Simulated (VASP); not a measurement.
Crystal: In.

```xyz
1
Lattice="-1.6261 1.6261 2.4739 1.6261 -1.6261 2.4739 1.6261 1.6261 -2.4739" Properties=species:S:1:pos:R:3 pbc="T T T"
In    0.0000    0.0000    0.0000
```

| Property | Result |
| --- | --- |
| Program | VASP 6.6.1 |
| Task | relaxation of cell and atoms |
| Functional | PBE |
| Potentials or basis | VASP PAW PBE potentials, release 64 (In_d) |
| Cutoff | 600 eV |
| k mesh | 18 × 18 × 18 |
| Occupations | gaussian, width 0.1 eV |
| Spin | no spin polarisation |

At the start: pressure 1.9 GPa; volume 26.17 Å³/atom.

Q: How do energy, volume and symmetry change on relaxing?

A: Over 19 steps the energy falls by 10.1 meV/atom and the volume is 27.48 Å³/atom (+5.0 %); space group I4/mmm (No. 139, to 0.1 Å) before, Fm-3m (No. 225, to 0.1 Å).

Step by step:
```
step  energy change (eV)  largest force (eV/Å)  pressure (GPa)  volume (Å³)
   1              0.0000                0.0000            1.94        26.17
   2             -0.0078                0.0000            0.13        27.39
   3             -0.0079                0.0000            0.06        27.47
   4             -0.0078                0.0000           -0.25        27.64
   5             -0.0079                0.0000            0.04        27.50
   6             -0.0079                0.0000           -0.11        27.57
   7             -0.0079                0.0000            0.03        27.53
   8             -0.0079                0.0000           -0.04        27.53
   9             -0.0080                0.0000           -0.03        27.54
  10             -0.0081                0.0000           -0.05        27.56
  11             -0.0083                0.0000           -0.10        27.58
  12             -0.0095                0.0000           -0.19        27.62
  13             -0.0090                0.0000           -0.64        27.66
  14             -0.0100                0.0000           -0.06        27.64
  15             -0.0100                0.0000           -0.18        27.65
  16             -0.0100                0.0000           -0.20        27.65
  17             -0.0101                0.0000            0.05        27.47
  18             -0.0101                0.0000           -0.04        27.49
  19             -0.0101                0.0000            0.01        27.48
```

Final structure:
```
In
1.0
    -1.69276    1.69276    2.39738
     1.69276   -1.69276    2.39738
     1.69276    1.69276   -2.39738
In
1
Direct
  0.00000 0.00000 0.00000
```
